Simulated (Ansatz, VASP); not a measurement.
**One calculation of Ag, two programs**

```
Ag
1.0
     0.00000    2.02722    2.02722
     2.02722    0.00000    2.02722
     2.02722    2.02722    0.00000
Ag
1
Cartesian
  0.0000 0.0000 0.0000
```

Alike in both runs: functional PBEsol; k mesh 18 × 18 × 18; occupations gaussian, width 0.1 eV; no spin polarisation.

Ansatz relaxed the structure, and its values are those at the end. VASP's run is a single point on that final structure, the one shown.

|  | VASP | Ansatz |
| --- | --- | --- |
| version | VASP 6.6.1 | Ansatz 0.2.0 |
| potentials or method | VASP PAW PBE potentials, release 64 (Ag), cutoff 520 eV | scalar-relativistic, plane waves, PAW |
| valence electrons in the cell | 11 | 19 |

|  | VASP | Ansatz | Ansatz less VASP |
| --- | --- | --- | --- |
| gap on the k mesh at the Fermi level (eV) | none | none | - |
| pressure (GPa) | -0.1 | 0.0 | +0.12 |

VASP's potentials were made for PBE, not for PBEsol. A gap of «none» marks a metal or a gap that the smearing closes. With one functional, cell and mesh, what is left measures potentials, basis and numerics. VASP's potentials hold 11 valence electrons a cell and Ansatz's 19, so a difference there can come from the potentials and not from the codes.
